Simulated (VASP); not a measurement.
# Mn (Fd-3m) in VASP: notebook

The runs below take Mn through single point, relaxation of cell and atoms, with LDA.

All numbers are computed with VASP 6.6.1; they aren't measurements. Logs are shortened: lines on timing, memory, paths and dates and some standing lists are left out, and cuts for length are marked.

## 1. The cell of the first run

Symmetry: Fd-3m, No. 227, cubic system. The conventional cell has a = 4.829 Å, b = 4.829 Å, c = 4.829 Å, α = 90.00°, β = 90.00°, γ = 90.00°. Mn (site symmetry -43m) has 4 Mn at 2.09 Å within 2.8 Å.

This isn't the form of Mn at room conditions, which is a 58-atom cubic cell.

## 2. Single point, LDA, collinear spin, ferromagnetic start

File INCAR:

```
SYSTEM = Mn
PREC     = Accurate       ! precision mode
ENCUT    = 520            ! plane-wave cutoff, eV
EDIFF    = 1E-7           ! SCF threshold, eV
ISMEAR   = -1             ! smearing method
SIGMA    = 0.05           ! smearing width, eV
LREAL    = .False.        ! projectors in reciprocal space
LASPH    = .True.         ! aspherical terms in the spheres
NELM     = 150            ! most SCF steps
ALGO     = Normal         ! electronic algorithm
ISIF     = 2              ! what is computed and relaxed
LWAVE    = .False.        ! write WAVECAR
LCHARG   = .True.         ! write CHGCAR
ISPIN    = 2              ! spin polarisation
MAGMOM   = 3 3            ! initial moments
LORBIT   = 11             ! projections on sites
LMAXMIX  = 4              ! l up to which the mixer works
GGA      = CA             ! functional
LELF     = .True.         ! ELF
LVHAR    = .True.       
NBANDS   = 24             ! bands
```

File KPOINTS:

```
Automatic mesh
0
Gamma
  11 11 11
  0 0 0
```

File POSCAR:

```
Mn
1.0
    0.0000000000      2.4147350413      2.4147350413
    2.4147350413      0.0000000000      2.4147350413
    2.4147350413      2.4147350413      0.0000000000
Mn
2
Direct
    0.1250000000      0.1250000000      0.1250000000
    0.8750000000      0.8750000000      0.8750000000
```

Potentials or basis: VASP PAW LDA potentials, release 64 (Mn_pv).

Run with:

```bash
> cat potpaw_LDA.64/Mn_pv/POTCAR > POTCAR
> mpirun -np 1 vasp_std > vasp.out
```

OUTCAR:

```text
SYSTEM = Mn
   PREC = Accurate
   ENCUT = 520
   EDIFF = 1E-7
   ISMEAR = -1
   LREAL = .False.
   LASPH = .True.
   NELM = 150
   ISIF = 2
   ISPIN = 2
   LORBIT = 11
   GGA = CA

 ion  position               nearest neighbor table
   1  0.125  0.125  0.125-   2 2.09   2 2.09   2 2.09   2 2.09
   2  0.875  0.875  0.875-   1 2.09   1 2.09   1 2.09   1 2.09

  LATTYP: Found a face centered cubic cell.
 ALAT       =     4.8294700826

  Lattice vectors:

 A1 = (   0.0000000000,   2.4147350413,   2.4147350413)
 A2 = (   2.4147350413,   0.0000000000,   2.4147350413)
 A3 = (   2.4147350413,   2.4147350413,   0.0000000000)

Analysis of symmetry for initial positions (statically):
=====================================================================
 Subroutine PRICEL returns:
 Original cell was already a primitive cell.

 Routine SETGRP: Setting up the symmetry group for a
 face centered cubic supercell.

 Subroutine GETGRP returns: Found 48 space group operations
 (whereof 12 operations were pure point group operations)
 out of a pool of 48 trial point group operations.

The static configuration has the point symmetry D_3d.
 The point group associated with its full space group is O_h .

Analysis of symmetry for dynamics (positions and initial velocities):
=====================================================================
 Subroutine PRICEL returns:
 Original cell was already a primitive cell.

 Routine SETGRP: Setting up the symmetry group for a
 face centered cubic supercell.

 Subroutine GETGRP returns: Found 48 space group operations
 (whereof 12 operations were pure point group operations)
 out of a pool of 48 trial point group operations.

The dynamic configuration has the point symmetry D_3d.
 The point group associated with its full space group is O_h .

Analysis of structural, dynamic, and magnetic symmetry:
=====================================================================
 Subroutine PRICEL returns:
 Original cell was already a primitive cell.

 Routine SETGRP: Setting up the symmetry group for a
 face centered cubic supercell.

 Subroutine GETGRP returns: Found 48 space group operations
 (whereof 12 operations were pure point group operations)
 out of a pool of 48 trial point group operations.

The overall configuration has the point symmetry D_3d.
 The point group associated with its full space group is O_h .

 Subroutine INISYM returns: Found 48 space group operations
 (whereof 12 operations are pure point group operations),
 and found     1 'primitive' translations

----------------------------------------------------------------------------------------

                                     Primitive cell

  volume of cell :      28.1604
[... 115 lines left out ...]
   LHFCALC =     F    Hartree Fock is set to
   AEXX    =    0.0000 exact exchange contribution
   IVDW    =     0    specifies the selected vdW correction
   LEPSILON=     F    determine dielectric tensor
   LRPA    =     F    only Hartree local field effects (RPA)
 spin polarized calculation
  energy-cutoff  :      520.00
  volume of cell :       28.16
 maximum number of plane-waves:       770
 NGX is ok and might be reduce to    28
   NGX = 13   NGY = 13   NGZ = 13

 number of electron      26.0000025 magnetization       0.0002965

 number of electron      26.0000025 magnetization      -0.0000780

 Free energy of the ion-electron system (eV)
  ---------------------------------------------------
  ext. energy  EPLUGINS =         0.00000000
  ---------------------------------------------------
  free energy    TOTEN  =       -17.35747746 eV

  energy without entropy =      -17.34373242  energy(sigma->0) =      -17.35060494

 E-fermi :   6.6298     XC(G=0): -12.4218

 val. band max:        6.6214186231   @ k =   0.1818   0.0000   0.0000
 cond. band min:       6.6316488234   @ k =  -0.4545   0.4545   0.0000
 fundamental gap:      0.0102302003
 Fermi energy:         6.6297758556

 spin component 1

 k-point     1 :       0.0000    0.0000    0.0000
  band No.  band energies     occupation
      1     -40.9460      1.00000
      2     -40.9460      1.00000
      3     -40.9460      1.00000
      4     -40.0570      1.00000
      5     -40.0570      1.00000
      6     -40.0570      1.00000
[... 637 lines left out ...]
     23      24.0228      0.00000
     24      24.5062      0.00000

 [... further k-points ...]

 spin component 2

 k-point     1 :       0.0000    0.0000    0.0000
  band No.  band energies     occupation
      1     -40.9460      1.00000
      2     -40.9460      1.00000
      3     -40.9460      1.00000
      4     -40.0570      1.00000
      5     -40.0570      1.00000
      6     -40.0570      1.00000
[... 637 lines left out ...]
     23      24.0228      0.00000
     24      24.5062      0.00000

 [... further k-points ...]

------------------------ aborting loop because EDIFF is reached ----------------------------------------

  FORCE on cell =-STRESS in cart. coord.  units (eV):
  Direction    XX          YY          ZZ          XY          YZ          ZX
  --------------------------------------------------------------------------------------
  -------------------------------------------------------------------------------------
  Total        0.2038075      0.2038075      0.2038075      0.0000000      0.0000000      0.0000000
  in kB       11.5955763     11.5955763     11.5955763      0.0000000      0.0000000      0.0000000
  external PRESSURE =      11.5955763 kB  Pullay stress =       0.0000000 kB

 VOLUME and BASIS-vectors are now :
 -----------------------------------------------------------------------------
  energy-cutoff  :      520.00
  volume of cell :       28.16
      direct lattice vectors                 reciprocal lattice vectors
     0.000000000  2.414735041  2.414735041    -0.207062055  0.207062055  0.207062055
     2.414735041  0.000000000  2.414735041     0.207062055 -0.207062055  0.207062055
     2.414735041  2.414735041  0.000000000     0.207062055  0.207062055 -0.207062055

 POSITION                                       TOTAL-FORCE (eV/Angst)
 -----------------------------------------------------------------------------------
      0.60368      0.60368      0.60368         0.000000     -0.000000     -0.000000
      4.22579      4.22579      4.22579        -0.000000      0.000000      0.000000
 -----------------------------------------------------------------------------------
    total drift:                                0.000000     -0.000000     -0.000000

  FREE ENERGIE OF THE ION-ELECTRON SYSTEM (eV)
  ---------------------------------------------------
  free  energy   TOTEN  =       -17.3574774571 eV

  energy  without entropy=      -17.3437324246  energy(sigma->0) =      -17.35060494

 total charge

# of ion       s       p       d       tot
------------------------------------------
    1        0.507   6.282   5.402  12.191
    2        0.507   6.282   5.402  12.191
--------------------------------------------------
tot          1.014  12.565  10.803  24.382

 magnetization (x)

# of ion       s       p       d       tot
------------------------------------------
    1       -0.000  -0.000  -0.000  -0.000
    2       -0.000  -0.000  -0.000  -0.000
--------------------------------------------------
tot         -0.000  -0.000  -0.000  -0.000
```

OSZICAR:

```text
N       E                     dE             d eps       ncg     rms          rms(c)
DAV:   1     0.267319301454E+03    0.26732E+03   -0.15157E+04  5400   0.146E+03
DAV:   2    -0.568820848181E+01   -0.27301E+03   -0.26040E+03  5504   0.399E+02
DAV:   3    -0.164730975021E+02   -0.10785E+02   -0.10737E+02  6288   0.928E+01
DAV:   4    -0.165851204844E+02   -0.11202E+00   -0.11202E+00  6080   0.916E+00
DAV:   5    -0.165873186943E+02   -0.21982E-02   -0.21982E-02  6224   0.129E+00    0.213E+01
DAV:   6    -0.172747366964E+02   -0.68742E+00   -0.57056E+00  6176   0.263E+01    0.517E+00
DAV:   7    -0.173804377044E+02   -0.10570E+00   -0.32635E-01  5952   0.621E+00    0.289E+00
DAV:   8    -0.173672341297E+02    0.13204E-01   -0.20119E-02  6104   0.142E+00    0.113E+00
DAV:   9    -0.173585498848E+02    0.86842E-02   -0.35271E-03  6024   0.490E-01    0.475E-01
DAV:  10    -0.173574546865E+02    0.10952E-02   -0.10879E-03  6192   0.318E-01    0.856E-02
DAV:  11    -0.173574740738E+02   -0.19387E-04   -0.10047E-04  6088   0.102E-01    0.174E-02
DAV:  12    -0.173574763943E+02   -0.23205E-05   -0.33322E-06  6272   0.176E-02    0.102E-02
DAV:  13    -0.173574773939E+02   -0.99958E-06   -0.89428E-07  6416   0.106E-02    0.254E-03
DAV:  14    -0.173574774571E+02   -0.63232E-07   -0.38109E-08  2960   0.221E-03
   1 F= -.17357477E+02 E0= -.17350605E+02  d E =-.137450E-01  mag=    -0.0001
```

Wall time 35 s (1 thread of Intel Xeon 6975P-C (Granite Rapids), shared host); peak memory 0.17 GiB.

What came out:

- Free energy: -17.3575 eV
- Pressure: 1.2 GPa
- Band gap on the k mesh: zero (filled and empty bands overlap)
- Net moment: 0.00 μB per cell
- Valence electrons inside the program's atomic spheres: Mn 12.19

Levels at points of the mesh, in eV from the Fermi level:
Spin up:
```
           k point  band 10  band 11  band 12  band 13  band 14  band 15  band 16  band 17
(0.00, 0.00, 0.00)    -1.82    -1.82    -1.82     0.46     0.46     0.46     2.47     2.47
```
Spin down:
| k point | band 9 | band 10 | band 11 | band 12 | band 13 | band 14 | band 15 | band 16 | band 17 | band 18 |
| --- | --- | --- | --- | --- | --- | --- | --- | --- | --- | --- |
| (0.00, 0.00, 0.00) | -2.39 | -1.82 | -1.82 | -1.82 | 0.46 | 0.46 | 0.46 | 2.47 | 2.47 | 15.27 |

Caveat: atoms lie so close that the PAW spheres overlap strongly, which falsifies energies and pressures; the moments typed at the start vanished in this run.

## 3. Relaxation of cell and atoms, LDA, collinear spin, ferromagnetic start

This run uses another cell than the first one, of 15.86 Å³/atom.

File INCAR:

```
SYSTEM = Mn
PREC = Accurate
ENCUT = 600
EDIFF = 1E-7
ISMEAR = -1
SIGMA = 0.05
LREAL = .FALSE.
LASPH = .TRUE.
NELM = 150
ALGO = Normal
ISIF = 3
LWAVE = .FALSE.
LCHARG = .FALSE.
ISPIN = 2
MAGMOM = 3 3
LORBIT = 11
LMAXMIX = 4
GGA = CA
IBRION = 2
NSW = 80
EDIFFG = -0.01
```

File KPOINTS:

```
Automatic mesh
0
G
  11 11 11
  0 0 0
```

File POSCAR:

```
Mn
1.0
    0.0000000000      2.5125686141      2.5125686141
    2.5125686141      0.0000000000      2.5125686141
    2.5125686141      2.5125686141      0.0000000000
Mn
2
Direct
    0.1250000000      0.1250000000      0.1250000000
    0.8750000000      0.8750000000      0.8750000000
```

Potentials or basis: VASP PAW LDA potentials, release 64 (Mn_pv).

Run with:

```bash
> cat potpaw_LDA.64/Mn_pv/POTCAR > POTCAR
> mpirun -np 1 vasp_std > vasp.out
```

Run time: 82 s. Hardware: 1 thread of Intel Xeon 6975P-C (Granite Rapids), shared host; peak memory 0.19 GiB.

Results (log left out):

```yaml
Free_energy: -17.3614 eV
Relaxed_volume: 14.17 Å³/atom
Relaxed_cell: a = 3.422 Å, b = 3.422 Å, c = 3.422 Å, α = 60.00°, β = 60.00°, γ = 60.00°
Space_group_after_relaxing_to_0.1_Å: Fd-3m (No. 227)
Energy_gained_by_relaxing: 91.8 meV/atom
Ionic_steps: 4
Pressure_after_relaxing: 0.0 GPa
Band_gap_on_the_k_mesh: zero (filled and empty bands overlap)
Net_moment: 0.00 μB per cell
Valence_electrons_inside_the_program's_atomic_spheres: Mn 12.18
```

Step by step:
| step | energy change (eV) | largest force (eV/Å) | pressure (GPa) | volume (Å³) |
| --- | --- | --- | --- | --- |
| 1 | 0.0000 | 0.0000 | -15.66 | 31.72 |
| 2 | 0.0659 | 0.0000 | 27.88 | 25.12 |
| 3 | -0.1835 | 0.0000 | -0.51 | 28.40 |
| 4 | -0.1837 | 0.0000 | -0.05 | 28.34 |

Final structure:
```yaml
crystal:
  lattice:
    - [0.00000, 2.41974, 2.41974]
    - [2.41974, 0.00000, 2.41974]
    - [2.41974, 2.41974, 0.00000]
  atoms:
    - { symbol: Mn, position: [0.12500, 0.12500, 0.12500] }
    - { symbol: Mn, position: [0.87500, 0.87500, 0.87500] }
```

Levels at points of the mesh, in eV from the Fermi level:
Spin up:
| k point | band 10 | band 11 | band 12 | band 13 | band 14 | band 15 | band 16 | band 17 |
| --- | --- | --- | --- | --- | --- | --- | --- | --- |
| (0.00, 0.00, 0.00) | -1.81 | -1.81 | -1.81 | 0.45 | 0.45 | 0.45 | 2.45 | 2.45 |
Spin down:
```
           k point  band 10  band 11  band 12  band 13  band 14  band 15  band 16  band 17
(0.00, 0.00, 0.00)    -1.81    -1.81    -1.81     0.45     0.45     0.45     2.45     2.45
```

Caveat: atoms lie so close that the PAW spheres overlap strongly, which falsifies energies and pressures; the moments typed at the start vanished in this run.

## 4. Single point, LDA, non-collinear spin, typed start, spin-orbit coupling

File INCAR:

```
SYSTEM = Mn
  PREC = Accurate
  ENCUT = 520
  EDIFF = 1E-6
  ISMEAR = -1
  SIGMA = 0.05
  LREAL = .FALSE.
  LASPH = .TRUE.
  NELM = 150
  ALGO = Normal
  ISIF = 2
  LWAVE = .FALSE.
  LCHARG = .FALSE.
  MAGMOM = 0 0 -0.46 0 0 0.46
  LORBIT = 11
  LSORBIT = .TRUE.
  GGA_COMPAT = .FALSE.
  LORBMOM = .TRUE.
  LMAXMIX = 4
  NBANDS = 38
```

KPOINTS is that of step 3.

File POSCAR:

```
Mn
1.0
    0.0000000000      2.4147350413      2.4147350413
    2.4147350413      0.0000000000      2.4147350413
    2.4147350413      2.4147350413      0.0000000000
Mn
2
Direct
    0.1250000000      0.1250000000      0.1250000000
    0.8750000000      0.8750000000      0.8750000000
```

Run with:

```bash
> cat potpaw_LDA.64/Mn_pv/POTCAR > POTCAR
> mpirun -np 1 vasp_ncl > vasp.out
```

It took 5.4 min on 1 thread of Intel Xeon 6975P-C (Granite Rapids), shared host; peak memory 0.4 GiB.

It converged, with:

| Item | Value |
| --- | --- |
| Free energy | -17.3884 eV |
| Pressure | 1.3 GPa |
| Net moment | 0.00 μB per cell |
| Valence electrons inside the program's atomic spheres | Mn 12.19 |

Moments on the atoms (μB; x, y, z):
```
Mn   0.00  0.00 -0.15
Mn   0.00  0.00  0.15
```

Caveat: atoms lie so close that the PAW spheres overlap strongly, which falsifies energies and pressures.
